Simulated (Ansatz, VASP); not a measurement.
One calculation of CoO, two programs

The input INCAR:

```
PREC     = Accurate       # precision mode
ENCUT    = 600            # plane-wave cutoff, eV
EDIFF    = 1E-7           # SCF threshold, eV
ISMEAR   = -1             # smearing method
SIGMA    = 0.05           # smearing width, eV
LREAL    = F              # projectors in reciprocal space
LASPH    = T              # aspherical terms in the spheres
NELM     = 200            # most SCF steps
ALGO     = Normal         # electronic algorithm
ISIF     = 3              # what is computed and relaxed
LWAVE    = F              # write WAVECAR
LCHARG   = F              # write CHGCAR
ISPIN    = 2              # spin polarisation
MAGMOM   = 2 0            # initial moments
LORBIT   = 11             # projections on sites
LMAXMIX  = 4              # l up to which the mixer works
GGA      = PE             # functional
IVDW     = 12             # dispersion correction
IBRION   = 2              # ionic algorithm
NSW      = 80             # ionic steps
EDIFFG   = -0.02          # ionic threshold
GGA_COMPAT= F            
NELMIN   = 4
```

Contents of KPOINTS:

```
regular mesh
0
Gamma
  11 11 11
```

File POSCAR:

```
CoO
1.0
    0.0000000000      2.1315000000      2.1315000000
    2.1315000000      0.0000000000      2.1315000000
    2.1315000000      2.1315000000      0.0000000000
Co O
1 1
Direct
    0.0000000000      0.0000000000      0.0000000000
    0.5000000000      0.5000000000      0.5000000000
```

The input input.yaml:

```yaml
crystal:
  lattice:
    - [0.0, 2.1315, 2.1315]
    - [2.1315, 0.0, 2.1315]
    - [2.1315, 2.1315, 0.0]
  atoms:
    - { symbol: Co, position: [0.0, 0.0, 0.0], spin: 2.0 }
    - { symbol: O, position: [0.5, 0.5, 0.5] }
kpoints:
  mp_grid: { grid: [11, 11, 11] }
scf:
  occupations: { method: fermi_dirac, width: 0.05 }
hamiltonian:
  xc: pbe
  dispersion: d3bj
  pseudopotentials: { kind: all_electron, lapw: { basis_error: 0.001 } }
magnetization:
  spin_polarized: true
output:
  forces: true
  stress: true
relax:
  f_tol: 0.02
  max_steps: 60
  cell: {}
```

Alike in both runs: task relaxation of cell and atoms; functional PBE; dispersion D3(BJ); k mesh 11 × 11 × 11; occupations fermi-dirac, width 0.05 eV; collinear spin.

|  | VASP | Ansatz |
| --- | --- | --- |
| version | VASP 6.6.1 | Ansatz 0.2.0 |
| potentials or method | VASP PAW PBE potentials, release 64 (Co, O), cutoff 600 eV | all-electron LAPW, scalar-relativistic |

```tsv
	VASP	Ansatz	Ansatz less VASP
net moment per atom (μB)	1.40	1.46	+0.054
size of the moment on the site where the two differ most (μB)	2.48	2.57	+0.086
relaxed volume (Å³/atom)	9.31	9.63	+0.320
relaxed cell length with the largest relative difference (Å)	2.975	3.008	+0.0337
```

Site moments also hang on the region over which each program counts them. Ansatz ran all-electron here, and VASP with PAW potentials.
